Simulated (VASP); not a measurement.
# SrCl2 (Fm-3m) in VASP: further runs

The runs below take SrCl2 through single point, with LDA.

Program: VASP 6.6.1. These are calculated values, not measurements. Logs are shortened: lines on timing, memory, paths and dates and some standing lists are left out, and cuts for length are marked.

### 1 The cell of the first run

The structure is cubic, space group Fm-3m (No. 225). The conventional cell has a = 6.834 Å, b = 6.834 Å, c = 6.834 Å, α = 90.00°, β = 90.00°, γ = 90.00°. Within 3.9 Å of Sr (site symmetry m-3m) lie 8 Cl at 2.96 Å. Within 3.9 Å of Cl (site symmetry -43m) lie 4 Sr at 2.96 Å and 6 Cl at 3.42 Å.

### 2 Single point, LDA (26.60 Å³/atom)

INCAR reads:

```
SYSTEM = SrCl2
PREC = Accurate
ENCUT = 520
EDIFF = 1E-6
ISMEAR = -1
SIGMA = 0.05
LREAL = .FALSE.
LASPH = .TRUE.
NELM = 100
ALGO = Normal
ISIF = 2
LWAVE = .FALSE.
LCHARG = .TRUE.
LELF = .TRUE.
LVHAR = .TRUE.
NBANDS = 19
```

KPOINTS reads:

```
Automatic mesh
0
G
  7 7 7
  0 0 0
```

POSCAR reads:

```
SrCl2
1.0
    0.0000000000      3.4171392023      3.4171392023
    3.4171392023      0.0000000000      3.4171392023
    3.4171392023      3.4171392023      0.0000000000
Sr Cl
1 2
Direct
    0.0000000000      0.0000000000      0.0000000000
    0.7500000000      0.7500000000      0.7500000000
    0.2500000000      0.2500000000      0.2500000000
```

Potentials or basis: VASP PAW LDA potentials, release 64 (Sr_sv, Cl).

The run is started by

```bash
$ cat potpaw_LDA.64/Sr_sv/POTCAR potpaw_LDA.64/Cl/POTCAR > POTCAR
$ mpirun -np 1 vasp_std > vasp.out
```

OUTCAR:

```text
SYSTEM = SrCl2
   PREC = Accurate
   ENCUT = 520
   EDIFF = 1E-6
   ISMEAR = -1
   LREAL = .FALSE.
   LASPH = .TRUE.
   NELM = 100
   ISIF = 2

 ion  position               nearest neighbor table
   1  0.000  0.000  0.000-   2 2.96   2 2.96   2 2.96   2 2.96   3 2.96   3 2.96   3 2.96   3 2.96

   2  0.750  0.750  0.750-   1 2.96   1 2.96   1 2.96   1 2.96
   3  0.250  0.250  0.250-   1 2.96   1 2.96   1 2.96   1 2.96

  LATTYP: Found a face centered cubic cell.
 ALAT       =     6.8342784046

  Lattice vectors:

 A1 = (   0.0000000000,   3.4171392023,   3.4171392023)
 A2 = (   3.4171392023,   0.0000000000,   3.4171392023)
 A3 = (   3.4171392023,   3.4171392023,   0.0000000000)

Analysis of symmetry for initial positions (statically):
=====================================================================
 Subroutine PRICEL returns:
 Original cell was already a primitive cell.

 Routine SETGRP: Setting up the symmetry group for a
 face centered cubic supercell.

 Subroutine GETGRP returns: Found 48 space group operations
 (whereof 48 operations were pure point group operations)
 out of a pool of 48 trial point group operations.

The static configuration has the point symmetry O_h .

Analysis of symmetry for dynamics (positions and initial velocities):
=====================================================================
 Subroutine PRICEL returns:
 Original cell was already a primitive cell.

 Routine SETGRP: Setting up the symmetry group for a
 face centered cubic supercell.

 Subroutine GETGRP returns: Found 48 space group operations
 (whereof 48 operations were pure point group operations)
 out of a pool of 48 trial point group operations.

The dynamic configuration has the point symmetry O_h .

 Subroutine INISYM returns: Found 48 space group operations
 (whereof 48 operations are pure point group operations),
 and found     1 'primitive' translations

----------------------------------------------------------------------------------------

                                     Primitive cell

  volume of cell :      79.8028

  direct lattice vectors                    reciprocal lattice vectors
     0.000000000  3.417139202  3.417139202    -0.146321227  0.146321227  0.146321227
     3.417139202  0.000000000  3.417139202     0.146321227 -0.146321227  0.146321227
     3.417139202  3.417139202  0.000000000     0.146321227  0.146321227 -0.146321227

  length of vectors
     4.832564604  4.832564604  4.832564604     0.253435799  0.253435799  0.253435799

  position of ions in fractional coordinates (direct lattice)
     0.000000000  0.000000000  0.000000000
     0.750000000  0.750000000  0.750000000
     0.250000000  0.250000000  0.250000000

  ion indices of the primitive-cell ions
   primitive index   ion index
                 1           1
                 2           2
                 3           3

----------------------------------------------------------------------------------------

 KPOINTS: Automatic mesh

Automatic generation of k-mesh.
 Grid dimensions read from file:
 generate k-points for:    7    7    7

 Generating k-lattice:

  Cartesian coordinates                     Fractional coordinates (reciprocal lattice)
    -0.020903032  0.020903032  0.020903032     0.142857143  0.000000000  0.000000000
     0.020903032 -0.020903032  0.020903032     0.000000000  0.142857143  0.000000000
     0.020903032  0.020903032 -0.020903032     0.000000000  0.000000000  0.142857143

  Length of vectors
     0.036205114  0.036205114  0.036205114

  Shift w.r.t. Gamma in fractional coordinates (k-lattice)
     0.000000000  0.000000000  0.000000000

 Subroutine IBZKPT returns following result:
 ===========================================

 Found     20 irreducible k-points:

 Following reciprocal coordinates:
            Coordinates               Weight
  0.000000  0.000000  0.000000      1.000000
  0.142857  0.000000  0.000000      8.000000
  0.285714  0.000000  0.000000      8.000000
  0.428571  0.000000  0.000000      8.000000
  0.142857  0.142857  0.000000      6.000000
  0.285714  0.142857  0.000000     24.000000
[... 12 lines left out ...]
 -0.428571  0.428571  0.142857     24.000000
 -0.285714  0.428571  0.142857     24.000000
   k-points           NKPTS =     20   k-points in BZ     NKDIM =     20   number of bands    NBANDS=     19
   number of dos      NEDOS =    301   number of ions     NIONS =      3
   total plane-waves  NPLWV =  46656
   dimension x,y,z NGX =    36 NGY =   36 NGZ =   36
   dimension x,y,z NGXF=    72 NGYF=   72 NGZF=   72
   ions per type =               1   2
   NGX,Y,Z   is equivalent  to a cutoff of  12.38, 12.38, 12.38 a.u.
   NGXF,Y,Z  is equivalent  to a cutoff of  24.77, 24.77, 24.77 a.u.
 SYSTEM =  SrCl2
   PREC   = accura    normal or accurate (medium, high low for compatibility)
   ISTART =      0    job   : 0-new  1-cont  2-samecut
   ICHARG =      2    charge: 1-file 2-atom 10-const
   ISPIN  =      1    spin polarized calculation?
   LNONCOLLINEAR =      F non collinear calculations
   LSORBIT =      F    spin-orbit coupling
   LASPH  =      T    aspherical Exc in radial PAW
   ENCUT  =  520.0 eV  38.22 Ry    6.18 a.u.   8.99  8.99  8.99*2*pi/ulx,y,z
   NELM   =    100;   NELMIN=  2; NELMDL= -5     # of ELM steps
   EDIFF  = 0.1E-05   stopping-criterion for ELM
   LREAL  =      F    real-space projection
   EDIFFG = 0.1E-04   stopping-criterion for IOM
   NSW    =      0    number of steps for IOM
   IBRION =     -1    ionic relax: 0-MD 1-quasi-New 2-CG
   NFREE  =      0    steps in history (QN), initial steepest desc. (CG)
   ISIF   =      2    stress and relaxation
   ISYM   =      2    0-nonsym 1-usesym 2-fastsym
   POTIM  = 0.5000    time-step for ionic-motion
   TEBEG  =    0.0;   TEEND  =   0.0 temperature during run
   PSTRESS=    0.0 pullay stress
   NELECT =      24.0000    total number of electrons
   NUPDOWN=      -1.0000    fix difference up-down
   EMIN   =  10.00;   EMAX   =-10.00  energy-range for DOS
   EFERMI =   0.00;   METHOD = LEGACY
   ISMEAR =    -1;   SIGMA  =   0.05  broadening in eV -4-tet -1-fermi 0-gaus
   EFERMI_NEDOS =   21; number of points for ismear=-14 and -15
   IALGO  =     38    algorithm
   IMIX   =      4    mixing-type and parameters
     AMIX     =   0.40;   BMIX     =  1.00
     AMIX_MAG =   1.60;   BMIX_MAG =  1.00
  volume/ion in A,a.u.               =      26.60       179.51
  Fermi-wavevector in a.u.,A,eV,Ry     =   1.096830  2.072708 16.368293  1.203036
  Thomas-Fermi vector in A             =   2.233179
   LORBIT       =      0    0 simple, 1 ext, 2 COOP (PROOUT), +10 PAW based schemes
   GGA     = CA    functional components
   LHFCALC =     F    Hartree Fock is set to
   AEXX    =    0.0000 exact exchange contribution
   IVDW    =     0    specifies the selected vdW correction
   LEPSILON=     F    determine dielectric tensor
   LRPA    =     F    only Hartree local field effects (RPA)
 non-spin polarized calculation
  energy-cutoff  :      520.00
  volume of cell :       79.80
 maximum number of plane-waves:      2168
   NGX = 17   NGY = 17   NGZ = 17

 number of electron      23.9999997 magnetization

 Free energy of the ion-electron system (eV)
  ---------------------------------------------------
  ext. energy  EPLUGINS =         0.00000000
  ---------------------------------------------------
  free energy    TOTEN  =       -14.07707827 eV

  energy without entropy =      -14.07707827  energy(sigma->0) =      -14.07707827

 E-fermi :   1.4057     XC(G=0):  -9.0644

 val. band max:        0.3500686629   @ k =  -0.4286   0.4286   0.0000
 cond. band min:       5.5105372545   @ k =   0.0000   0.0000   0.0000
 fundamental gap:      5.1604685916
 Fermi energy:         1.4056640635

 k-point     1 :       0.0000    0.0000    0.0000
  band No.  band energies     occupation
      1     -32.1202      2.00000
      2     -14.2524      2.00000
      3     -14.2524      2.00000
      4     -14.2524      2.00000
      5     -13.0496      2.00000
      6     -12.0292      2.00000
[... 11 lines left out ...]
     18       9.1982      0.00000
     19       9.9530      0.00000

 k-point     2 :       0.1429    0.0000    0.0000
  band No.  band energies     occupation
      1     -32.1192      2.00000
      2     -14.3685      2.00000
      3     -14.2562      2.00000
      4     -14.2562      2.00000
      5     -12.8779      2.00000
      6     -12.0819      2.00000
[... 11 lines left out ...]
     18       9.1173      0.00000
     19      10.2058      0.00000

 k-point     3 :       0.2857    0.0000    0.0000
  band No.  band energies     occupation
      1     -32.1171      2.00000
      2     -14.5562      2.00000
      3     -14.2648      2.00000
      4     -14.2648      2.00000
      5     -12.6197      2.00000
      6     -12.1352      2.00000
[... 11 lines left out ...]
     18       9.0329      0.00000
     19       9.8655      0.00000

 k-point     4 :       0.4286    0.0000    0.0000
  band No.  band energies     occupation
      1     -32.1153      2.00000
      2     -14.6685      2.00000
      3     -14.2716      2.00000
      4     -14.2716      2.00000
      5     -12.5747      2.00000
      6     -12.0435      2.00000
[... 11 lines left out ...]
     18       9.1119      0.00000
     19       9.1119      0.00000

 k-point     5 :       0.1429    0.1429    0.0000
  band No.  band energies     occupation
      1     -32.1189      2.00000
      2     -14.3964      2.00000
      3     -14.2616      2.00000
      4     -14.2616      2.00000
      5     -12.8176      2.00000
      6     -12.1041      2.00000
[... 11 lines left out ...]
     18       8.9495      0.00000
     19       9.6685      0.00000
[... 246 lines left out ...]
      2     -14.6067      2.00000
      3     -14.3495      2.00000
      4     -14.2773      2.00000
      5     -12.3571      2.00000
      6     -12.2362      2.00000
[... 11 lines left out ...]
     18       8.8464      0.00000
     19      10.0398      0.00000

 k-point    18 :      -0.4286    0.2857    0.1429
  band No.  band energies     occupation
      1     -32.1142      2.00000
      2     -14.6165      2.00000
      3     -14.4411      2.00000
      4     -14.2856      2.00000
      5     -12.3218      2.00000
      6     -12.1445      2.00000
[... 11 lines left out ...]
     18       9.3794      0.00000
     19      10.0142      0.00000

 k-point    19 :      -0.4286    0.4286    0.1429
  band No.  band energies     occupation
      1     -32.1137      2.00000
      2     -14.6857      2.00000
      3     -14.3985      2.00000
      4     -14.2983      2.00000
      5     -12.3026      2.00000
      6     -12.1123      2.00000
[... 11 lines left out ...]
     18       9.6199      0.00000
     19      10.3683      0.00000

 k-point    20 :      -0.2857    0.4286    0.1429
  band No.  band energies     occupation
      1     -32.1135      2.00000
      2     -14.5951      2.00000
      3     -14.5160      2.00000
      4     -14.2969      2.00000
      5     -12.2372      2.00000
      6     -12.1495      2.00000
[... 11 lines left out ...]
     18       9.8236      0.00000
     19      10.7327      0.00000

------------------------ aborting loop because EDIFF is reached ----------------------------------------

  FORCE on cell =-STRESS in cart. coord.  units (eV):
  Direction    XX          YY          ZZ          XY          YZ          ZX
  --------------------------------------------------------------------------------------
  -------------------------------------------------------------------------------------
  Total       -0.2379282     -0.2379282     -0.2379282     -0.0000000      0.0000000     -0.0000000
  in kB       -4.7768159     -4.7768159     -4.7768159     -0.0000000      0.0000000     -0.0000000
  external PRESSURE =      -4.7768159 kB  Pullay stress =       0.0000000 kB

 VOLUME and BASIS-vectors are now :
 -----------------------------------------------------------------------------
  energy-cutoff  :      520.00
  volume of cell :       79.80
      direct lattice vectors                 reciprocal lattice vectors
     0.000000000  3.417139202  3.417139202    -0.146321227  0.146321227  0.146321227
     3.417139202  0.000000000  3.417139202     0.146321227 -0.146321227  0.146321227
     3.417139202  3.417139202  0.000000000     0.146321227  0.146321227 -0.146321227

 POSITION                                       TOTAL-FORCE (eV/Angst)
 -----------------------------------------------------------------------------------
      0.00000      0.00000      0.00000        -0.000000     -0.000000      0.000000
      5.12571      5.12571      5.12571         0.000000      0.000000      0.000000
      1.70857      1.70857      1.70857        -0.000000     -0.000000     -0.000000
 -----------------------------------------------------------------------------------
    total drift:                                0.000000      0.000000      0.000000

  FREE ENERGIE OF THE ION-ELECTRON SYSTEM (eV)
  ---------------------------------------------------
  free  energy   TOTEN  =       -14.0770782657 eV

  energy  without entropy=      -14.0770782657  energy(sigma->0) =      -14.07707827
```

Wall time 27 s (1 thread of Intel Xeon Platinum 8375C at 2.90GHz (Ice Lake), shared host); peak memory 0.18 GiB.

Results:

- Free energy: -14.0771 eV
- Pressure: -0.5 GPa
- Band gap on the k mesh: 5.16 eV (least direct gap 5.34 eV)

Caveat: an odd mesh through Γ misses points on the zone boundary, where band edges can lie.

(Continued in part 2 of 2.)
